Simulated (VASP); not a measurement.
Input of a VASP 6.6.1 run:

File INCAR:

```
ALGO = Normal ; EDIFF = 1E-7
ENCUT = 520 ; GGA = PE
ISIF = 2 ; ISMEAR = -1
LASPH = True ; LCHARG = True
LELF = True ; LREAL = False
LVHAR = True ; LWAVE = False
NBANDS = 15 ; NELM = 100
PREC = Accurate ; SIGMA = 0.02
```

File KPOINTS:

```
k-points
0
Gamma
  7 7 7
```

The input POSCAR:

```
KCl
1.0
    3.7430200000      0.0000000000      0.0000000000
    0.0000000000      3.7430200000      0.0000000000
    0.0000000000      0.0000000000      3.6340000000
K Cl
1 1
Direct
    0.0000000000      0.0000000000      0.0000000000
    0.5000000000      0.5000000000      0.5000000000
```

Potentials or basis: VASP PAW PBE potentials, release 64 (K_sv, Cl).

Launch:

```console
$ cat potpaw_PBE.64/K_sv/POTCAR potpaw_PBE.64/Cl/POTCAR > POTCAR
$ mpirun -np 1 vasp_std > vasp.out
```

Q: Estimate the pressure.

A: 2.5 GPa.

Q: Estimate the band gap on the k mesh.

A: 5.18 eV, indirect (least direct gap 5.36 eV).

Stress tensor (GPa, compression positive):
```
2.02 0.00 0.00
0.00 2.02 0.00
0.00 0.00 3.46
```

Caveat: the cell differs from its parent crystal (equal xx and yy strain of +3 %). A k mesh can miss the band edges.
